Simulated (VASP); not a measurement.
Write the native input for VASP 6.6.1 that does the following.

```
Task                   : relaxation of cell and atoms
Functional             : PBE
Potentials or basis    : VASP PAW PBE potentials, release 64 (Zn, Ga_d, O)
Cutoff                 : 600 eV
k mesh                 : 12 × 12 × 6
Occupations            : gaussian, width 0.1 eV
Spin                   : no spin polarisation
Dipole correction      : no
Further INCAR settings : ALGO = Normal; EDIFF = 1e-06; IBRION = 2; EDIFFG = -0.01; NSW = 100; ISIF = 3
```

The structure of ZnGa2O2 lies in POSCAR:

```
ZnGa2O2
1.0
    4.2886905668      0.0000000000      0.0000000000
   -2.1443452834      3.7141149798      0.0000000000
    0.0000000000      0.0000000000      6.2239771264
Zn Ga O
1 2 2
Direct
    0.0000000000      0.0000000000      0.0000000000
    0.3333333333      0.6666666667      0.5000000000
    0.6666666667      0.3333333333      0.5000000000
    0.0000000000      0.0000000000      0.7157867339
    0.0000000000      0.0000000000      0.2842132661
```

One way to write it, as run:

INCAR

```
SYSTEM = ZnGa2O2
PREC = Accurate ; ENCUT = 600
EDIFF = 1E-6 ; ISMEAR = 0
SIGMA = 0.1 ; LREAL = .False.
LASPH = .True. ; NELM = 80
ALGO = Normal ; ISIF = 3
LWAVE = .False. ; LCHARG = .False.
GGA = PE ; IBRION = 2
NSW = 100 ; EDIFFG = -0.01
```

KPOINTS

```
Automatic mesh
0
Gamma
  12 12 6
  0 0 0
```

Potentials or basis: VASP PAW PBE potentials, release 64 (Zn, Ga_d, O).

Run with:

```bash
$ cat potpaw_PBE.64/Zn/POTCAR potpaw_PBE.64/Ga_d/POTCAR potpaw_PBE.64/O/POTCAR > POTCAR
$ mpirun -np 1 vasp_std > vasp.out
```

Results of the run:

```json
{"Relaxed volume": "19.84 Å³/atom", "Relaxed cell": "a = 4.282 Å, b = 4.282 Å, c = 6.245 Å, α = 90.00°, β = 90.00°, γ = 120.00°", "Space group after relaxing (to 0.05 Å)": "P6/mmm (No. 191)", "Energy gained by relaxing": "0.5 meV/atom", "Ionic steps": "5", "Pressure after relaxing": "0.0 GPa", "Largest force after relaxing": "0.008 eV/Å", "Band gap on the k mesh": "zero (band 25 reaches 1.76 eV, above the bottom of band 26 at 1.49 eV)"}
```

It took 24 min on 1 thread of Oxide Virtual Turin-like Processor, with other jobs on the host, peak memory 0.4 GiB.
